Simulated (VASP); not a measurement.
# PtSe2 (P1) in VASP: single point with PBE

Aim: the single point of PtSe2 with PBE.

Program: VASP 6.6.1. These are calculated values, not measurements. Logs are shortened: lines on timing, memory, paths and dates and some standing lists are left out, and cuts for length are marked.

### Step 1. The cell of the first run

The typed cell holds 12 atoms: a = 7.457 Å, b = 7.457 Å, c = 5.277 Å, α = 90.00°, β = 90.00°, γ = 120.00°.

### Step 2. Single point, PBE

Input file INCAR:

```
SYSTEM = PtSe2
ALGO = Normal
EDIFF = 1E-6
ENCUT = 520
GGA = PE
ISIF = 2
ISMEAR = -1
LASPH = .True.
LCHARG = .True.
LELF = .True.
LREAL = .False.
LVHAR = .True.
LWAVE = .False.
NBANDS = 56
NELM = 100
PREC = Accurate
SIGMA = 0.112
```

Input file KPOINTS:

```
k-points
0
Gamma
  3 3 4
  0 0 0
```

Input file POSCAR:

```
PtSe2
1.0
    7.4573199301      0.0000000000      0.0000000000
   -3.7286599650      6.4582285036      0.0000000000
    0.0000000000      0.0000000000      5.2770333951
Pt Se
4 8
Direct
   -0.0025890048     -0.0027876065     -0.0106163816
    0.0014417664      0.5118604890     -0.0058972528
    0.5155685041      0.0065705325      0.0073833150
    0.4988941172      0.4886570672      0.0074873508
    0.1479138933      0.3382727940      0.2256910106
    0.3201226737      0.1657019412      0.7601371262
    0.1605349583      0.8378483352      0.2380416999
    0.3082171898      0.6684367079      0.7682854544
    0.6837302777      0.3455398022      0.2752036781
    0.8244307200      0.1373540747      0.7441048229
    0.6873574058      0.8406639680      0.2149633923
    0.8347993121      0.6555587183      0.7776314252
```

Potentials or basis: VASP PAW PBE potentials, release 64 (Pt, Se).

Launch:

```bash
$ cat potpaw_PBE.64/Pt/POTCAR potpaw_PBE.64/Se/POTCAR > POTCAR
$ mpirun -np 1 vasp_std > vasp.out
```

OUTCAR:

```text
SYSTEM = PtSe2
   EDIFF = 1E-6
   ENCUT = 520
   GGA = PE
   ISIF = 2
   ISMEAR = -1
   LASPH = .True.
   LREAL = .False.
   NELM = 100
   PREC = Accurate

 ion  position               nearest neighbor table
   1  0.997  0.997  0.989-  11 2.33  10 2.40   6 2.41   7 2.46  12 2.47   5 2.54
   2  0.001  0.512  0.994-  12 2.31   8 2.31   5 2.40   7 2.47   9 2.53  10 2.76
   3  0.516  0.007  0.007-  10 2.44  11 2.44   8 2.54   7 2.60   9 2.61   6 2.64
   4  0.499  0.489  0.007-   6 2.46  12 2.49  11 2.52   5 2.55   9 2.55   8 2.71
   5  0.148  0.338  0.226-   2 2.40   1 2.54   4 2.55
   6  0.320  0.166  0.760-   1 2.41   4 2.46   3 2.64
   7  0.161  0.838  0.238-   1 2.46   2 2.47   3 2.60
   8  0.308  0.668  0.768-   2 2.31   3 2.54   4 2.71
   9  0.684  0.346  0.275-   2 2.53   4 2.55   3 2.61
  10  0.824  0.137  0.744-   1 2.40   3 2.44   2 2.76
  11  0.687  0.841  0.215-   1 2.33   3 2.44   4 2.52
  12  0.835  0.656  0.778-   2 2.31   1 2.47   4 2.49

  LATTYP: Found a hexagonal cell.
 ALAT       =     7.4573199301
 C/A-ratio  =     0.7076313534

  Lattice vectors:

 A1 = (   7.4573199301,   0.0000000000,   0.0000000000)
 A2 = (  -3.7286599650,   6.4582285036,   0.0000000000)
 A3 = (   0.0000000000,   0.0000000000,   5.2770333951)

Analysis of symmetry for initial positions (statically):
=====================================================================
 Subroutine PRICEL returns:
 Original cell was already a primitive cell.

 Routine SETGRP: Setting up the symmetry group for a
 hexagonal supercell.

 Subroutine GETGRP returns: Found  1 space group operations
 (whereof  1 operations were pure point group operations)
 out of a pool of 24 trial point group operations.

The static configuration has the point symmetry C_1 .

Analysis of symmetry for dynamics (positions and initial velocities):
=====================================================================
 Subroutine PRICEL returns:
 Original cell was already a primitive cell.

 Routine SETGRP: Setting up the symmetry group for a
 hexagonal supercell.

 Subroutine GETGRP returns: Found  1 space group operations
 (whereof  1 operations were pure point group operations)
 out of a pool of 24 trial point group operations.

The dynamic configuration has the point symmetry C_1 .

 Subroutine INISYM returns: Found  1 space group operations
 (whereof  1 operations are pure point group operations),
 and found     1 'primitive' translations

----------------------------------------------------------------------------------------

                                     Primitive cell

  volume of cell :     254.1476

  direct lattice vectors                    reciprocal lattice vectors
     7.457319930  0.000000000  0.000000000     0.134096433  0.077420612  0.000000000
    -3.728659965  6.458228504  0.000000000     0.000000000  0.154841223  0.000000000
     0.000000000  0.000000000  5.277033395     0.000000000  0.000000000  0.189500412

  length of vectors
     7.457319930  7.457319930  5.277033395     0.154841223  0.154841223  0.189500412

  position of ions in fractional coordinates (direct lattice)
     0.997410995  0.997212394  0.989383618
     0.001441766  0.511860489  0.994102747
     0.515568504  0.006570532  0.007383315
     0.498894117  0.488657067  0.007487351
     0.147913893  0.338272794  0.225691011
     0.320122674  0.165701941  0.760137126
     0.160534958  0.837848335  0.238041700
     0.308217190  0.668436708  0.768285454
     0.683730278  0.345539802  0.275203678
     0.824430720  0.137354075  0.744104823
     0.687357406  0.840663968  0.214963392
     0.834799312  0.655558718  0.777631425

  ion indices of the primitive-cell ions
   primitive index   ion index
                 1           1
                 2           2
                 3           3
                 4           4
                 5           5
                 6           6
                 7           7
                 8           8
                 9           9
                10          10
                11          11
                12          12

----------------------------------------------------------------------------------------

 KPOINTS: k-points

Automatic generation of k-mesh.
 Grid dimensions read from file:
 generate k-points for:    3    3    4

 Generating k-lattice:

  Cartesian coordinates                     Fractional coordinates (reciprocal lattice)
     0.044698811  0.025806871  0.000000000     0.333333333  0.000000000  0.000000000
     0.000000000  0.051613741  0.000000000     0.000000000  0.333333333  0.000000000
     0.000000000  0.000000000  0.047375103     0.000000000  0.000000000  0.250000000

  Length of vectors
     0.051613741  0.051613741  0.047375103

  Shift w.r.t. Gamma in fractional coordinates (k-lattice)
     0.000000000  0.000000000  0.000000000

 Subroutine IBZKPT returns following result:
 ===========================================

 Found     19 irreducible k-points:

 Following reciprocal coordinates:
            Coordinates               Weight
  0.000000  0.000000  0.000000      1.000000
  0.333333  0.000000  0.000000      2.000000
  0.000000  0.333333  0.000000      2.000000
 -0.333333  0.333333  0.000000      2.000000
  0.333333  0.333333  0.000000      2.000000
  0.000000  0.000000  0.250000      2.000000
[... 11 lines left out ...]
 -0.333333  0.333333  0.500000      2.000000
  0.333333  0.333333  0.500000      2.000000
   k-points           NKPTS =     19   k-points in BZ     NKDIM =     19   number of bands    NBANDS=     56
   number of dos      NEDOS =    301   number of ions     NIONS =     12
   total plane-waves  NPLWV = 125440
   dimension x,y,z NGX =    56 NGY =   56 NGZ =   40
   dimension x,y,z NGXF=   112 NGYF=  112 NGZF=   80
   ions per type =               4   8
   NGX,Y,Z   is equivalent  to a cutoff of  12.48, 12.48, 12.60 a.u.
   NGXF,Y,Z  is equivalent  to a cutoff of  24.97, 24.97, 25.20 a.u.
 SYSTEM =  PtSe2
   PREC   = accura    normal or accurate (medium, high low for compatibility)
   ISTART =      0    job   : 0-new  1-cont  2-samecut
   ICHARG =      2    charge: 1-file 2-atom 10-const
   ISPIN  =      1    spin polarized calculation?
   LNONCOLLINEAR =      F non collinear calculations
   LSORBIT =      F    spin-orbit coupling
   LASPH  =      T    aspherical Exc in radial PAW
   ENCUT  =  520.0 eV  38.22 Ry    6.18 a.u.  13.87 13.87  9.81*2*pi/ulx,y,z
   NELM   =    100;   NELMIN=  2; NELMDL= -5     # of ELM steps
   EDIFF  = 0.1E-05   stopping-criterion for ELM
   LREAL  =      F    real-space projection
   EDIFFG = 0.1E-04   stopping-criterion for IOM
   NSW    =      0    number of steps for IOM
   IBRION =     -1    ionic relax: 0-MD 1-quasi-New 2-CG
   NFREE  =      0    steps in history (QN), initial steepest desc. (CG)
   ISIF   =      2    stress and relaxation
   ISYM   =      2    0-nonsym 1-usesym 2-fastsym
   POTIM  = 0.5000    time-step for ionic-motion
   TEBEG  =    0.0;   TEEND  =   0.0 temperature during run
   PSTRESS=    0.0 pullay stress
   NELECT =      88.0000    total number of electrons
   NUPDOWN=      -1.0000    fix difference up-down
   EMIN   =  10.00;   EMAX   =-10.00  energy-range for DOS
   EFERMI =   0.00;   METHOD = LEGACY
   ISMEAR =    -1;   SIGMA  =   0.11  broadening in eV -4-tet -1-fermi 0-gaus
   EFERMI_NEDOS =   21; number of points for ismear=-14 and -15
   IALGO  =     38    algorithm
   IMIX   =      4    mixing-type and parameters
     AMIX     =   0.40;   BMIX     =  1.00
     AMIX_MAG =   1.60;   BMIX_MAG =  1.00
  volume/ion in A,a.u.               =      21.18       142.92
  Fermi-wavevector in a.u.,A,eV,Ry     =   1.149583  2.172397 17.980662  1.321541
  Thomas-Fermi vector in A             =   2.286252
   LORBIT       =      0    0 simple, 1 ext, 2 COOP (PROOUT), +10 PAW based schemes
   GGA     = PE    functional components
   LHFCALC =     F    Hartree Fock is set to
   AEXX    =    0.0000 exact exchange contribution
   IVDW    =     0    specifies the selected vdW correction
   LEPSILON=     F    determine dielectric tensor
   LRPA    =     F    only Hartree local field effects (RPA)
 non-spin polarized calculation
  energy-cutoff  :      520.00
  volume of cell :      254.15
 maximum number of plane-waves:      6858
   NGX = 27   NGY = 27   NGZ = 19

 number of electron      87.9999996 magnetization

 Free energy of the ion-electron system (eV)
  ---------------------------------------------------
  ext. energy  EPLUGINS =         0.00000000
  ---------------------------------------------------
  free energy    TOTEN  =       -55.46037372 eV

  energy without entropy =      -55.35604633  energy(sigma->0) =      -55.40821003

 E-fermi :   5.9367     XC(G=0): -10.3418

 val. band max:        5.8381296101   @ k =   0.0000   0.3333   0.2500
 cond. band min:       6.0174860192   @ k =   0.3333   0.3333   0.0000
 fundamental gap:      0.1793564091
 Fermi energy:         5.9367087900

 k-point     1 :       0.0000    0.0000    0.0000
  band No.  band energies     occupation
      1      -9.6871      2.00000
      2      -8.1289      2.00000
      3      -8.0222      2.00000
      4      -7.7805      2.00000
      5      -7.6914      2.00000
      6      -7.6280      2.00000
[... 48 lines left out ...]
     55      10.2716      0.00000
     56      10.6195      0.00000

 k-point     2 :       0.3333    0.0000    0.0000
  band No.  band energies     occupation
      1      -9.4236      2.00000
      2      -8.5605      2.00000
      3      -8.1344      2.00000
      4      -7.9099      2.00000
      5      -7.6366      2.00000
      6      -7.5181      2.00000
[... 48 lines left out ...]
     55      10.8214      0.00000
     56      11.0831      0.00000
[... 942 lines left out ...]
     55      11.0930      0.00000
     56      11.2560      0.00000

 k-point    19 :       0.3333    0.3333    0.5000
  band No.  band energies     occupation
      1      -8.8342      2.00000
      2      -8.5215      2.00000
      3      -8.1893      2.00000
      4      -7.8328      2.00000
      5      -7.7522      2.00000
      6      -7.6813      2.00000
[... 48 lines left out ...]
     55      11.4668      0.00000
     56      11.9804      0.00000

------------------------ aborting loop because EDIFF is reached ----------------------------------------

  FORCE on cell =-STRESS in cart. coord.  units (eV):
  Direction    XX          YY          ZZ          XY          YZ          ZX
  --------------------------------------------------------------------------------------
  -------------------------------------------------------------------------------------
  Total       19.0901207     11.7061223     12.0017701      0.6795338     -5.8773672     -1.6831415
  in kB      120.3464353     73.7968143     75.6606142      4.2838632    -37.0516353    -10.6107278
  external PRESSURE =      89.9346213 kB  Pullay stress =       0.0000000 kB

 VOLUME and BASIS-vectors are now :
 -----------------------------------------------------------------------------
  energy-cutoff  :      520.00
  volume of cell :      254.15
      direct lattice vectors                 reciprocal lattice vectors
     7.457319930  0.000000000  0.000000000     0.134096433  0.077420612  0.000000000
    -3.728659965  6.458228504  0.000000000     0.000000000  0.154841223  0.000000000
     0.000000000  0.000000000  5.277033395     0.000000000  0.000000000  0.189500412

 POSITION                                       TOTAL-FORCE (eV/Angst)
 -----------------------------------------------------------------------------------
      3.71975      6.44023      5.22101         1.026570      0.496363      0.016731
     -1.89780      3.30571      5.24591        -0.194319     -2.262540      1.400455
      3.82026      0.04243      0.03896        -1.819155     -0.254616     -0.035997
      1.89838      3.15586      0.03951        -0.936426      1.037667     -0.030526
     -0.15826      2.18464      1.19098         1.310528     -0.395671      1.186941
      1.76941      1.07014      4.01127         1.514221      0.088571     -0.651194
     -1.92689      5.41102      1.25615         0.839210      0.492682      1.066913
     -0.19390      4.31692      4.05427         2.551072      0.735279     -1.495814
      3.81039      2.23157      1.45226        -0.300039     -0.703473     -0.604196
      5.63590      0.88706      3.92667        -0.742531      1.606575     -0.846257
      1.99129      5.42920      1.13437        -1.515994     -1.333993      2.153811
      3.78101      4.23375      4.10359        -1.733137      0.493156     -2.160867
 -----------------------------------------------------------------------------------
    total drift:                               -0.000022     -0.000034      0.000117

  FREE ENERGIE OF THE ION-ELECTRON SYSTEM (eV)
  ---------------------------------------------------
  free  energy   TOTEN  =       -55.4603737214 eV

  energy  without entropy=      -55.3560463306  energy(sigma->0) =      -55.40821003
```

It took 6.7 min on 1 thread of Oxide Virtual Turin-like, shared host; peak memory 0.43 GiB.

Results:

- Free energy: -55.4604 eV
- Pressure: 9.0 GPa
- Largest force: 3.047 eV/Å
- Band gap on the k mesh: zero (bands 44 and 45 overlap by 0.06 eV)

Forces in eV/Å, atoms in the order of the input:
```
Pt   1.027  0.496  0.017
Pt  -0.194 -2.263  1.400
Pt  -1.819 -0.255 -0.036
Pt  -0.936  1.038 -0.031
Se   1.311 -0.396  1.187
Se   1.514  0.089 -0.651
Se   0.839  0.493  1.067
Se   2.551  0.735 -1.496
Se  -0.300 -0.703 -0.604
Se  -0.743  1.607 -0.846
Se  -1.516 -1.334  2.154
Se  -1.733  0.493 -2.161
```

Caveat: the cell stands under pressure; the atoms stand as in a frame of molecular dynamics; spin-orbit coupling is left out, which moves the levels of the heavy elements; forces of over 1 eV/Å act on the atoms, so gaps and moduli don't describe the material at rest.

The gap in the log of VASP goes by the Fermi energy; the results here count the filled bands.